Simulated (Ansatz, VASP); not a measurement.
SnO in VASP and in Ansatz

INCAR

```
  ALGO = Normal
  DIPOL = 0.5 0.5 0.403
  EDIFF = 1E-6
  ENCUT = 520
  GGA = PE
  IDIPOL = 3
  ISIF = 2
  ISMEAR = 0
  IVDW = 12
  LASPH = True
  LCHARG = False
  LDIPOL = True
  LREAL = False
  LWAVE = False
  NBANDS = 50
  NELM = 100
  PREC = Accurate
  SIGMA = 0.05
```

The input KPOINTS:

```
k-points
0
Gamma
  7 7 1
```

POSCAR

```
SnO
1.0
    3.8201527579      0.0002954580      0.0000000000
   -0.0003145460      3.8201527564      0.0000000000
    0.0000000000      0.0000000000     22.2260749779
Sn O
4 4
Direct
    0.9999453016      0.9999453016      0.2024648978
    0.4999453016      0.4999453016      0.3087831520
    0.7499453016      0.8749453016      0.4977503900
    0.2499453016      0.3749453016      0.6040686442
    0.9999461181      0.4999461181      0.2556240249
    0.4999461181      0.9999461181      0.2556240249
    0.7499461181      0.3749461181      0.5509095171
    0.2499461181      0.8749461181      0.5509095171
```

Input for Ansatz:

```yaml
crystal:
  lattice:
    - [3.820152616, 0.0002954389, 0.0]
    - [-0.0003145156, 3.8201526145, 0.0]
    - [0.0, 0.0, 22.2260756252]
  atoms:
    - { symbol: Sn, position: [0.9999453016, 0.9999453016, 0.202464892] }
    - { symbol: O, position: [0.9999461184, 0.4999461184, 0.2556240248] }
    - { symbol: O, position: [0.4999461184, 0.9999461184, 0.2556240248] }
    - { symbol: Sn, position: [0.4999453016, 0.4999453016, 0.3087831576] }
    - { symbol: Sn, position: [0.7499453016, 0.8749453016, 0.4977503901] }
    - { symbol: O, position: [0.7499461184, 0.3749461184, 0.5509095229] }
    - { symbol: O, position: [0.2499461184, 0.8749461184, 0.5509095229] }
    - { symbol: Sn, position: [0.2499453016, 0.3749453016, 0.6040686557] }
basis:
  ecutwfc: 420
kpoints:
  mp_grid: { grid: [7, 7, 1] }
hamiltonian:
  xc: pbe
  pseudopotentials: { kind: paw, azcp: { folder: soft_1 } }
  dispersion: d3bj
scf:
  occupations: { method: gaussian, width: 0.05 }
output:
  forces: true
  eigenvalues: true
efield:
  axis: 3
  dipole_correction: true
  ramp_width: 0.04
```

Alike in both runs: task single point; functional PBE; dispersion D3(BJ); k mesh 7 × 7 × 1; occupations gaussian, width 0.05 eV; no spin polarisation.

|  | VASP | Ansatz |
| --- | --- | --- |
| version | VASP 6.6.1 | Ansatz 0.2.0 |
| potentials or method | VASP PAW PBE potentials, release 64 (Sn_d, O), cutoff 520 eV | scalar-relativistic, plane waves, PAW |
| valence electrons in the cell | 80 | 80 |

VASP gave:

| Item | Value |
| --- | --- |
| gap on the k mesh at the Fermi level (eV) | 2.55 |
| least direct gap on the mesh (eV) | 2.58 |
| rms of the force components (eV/Å) | 0.051 |

**Question.** What did Ansatz give for the same quantities?

**Answer.** gap on the k mesh at the Fermi level (eV): 2.60; least direct gap on the mesh (eV): 2.62; rms of the force components (eV/Å): 0.020.
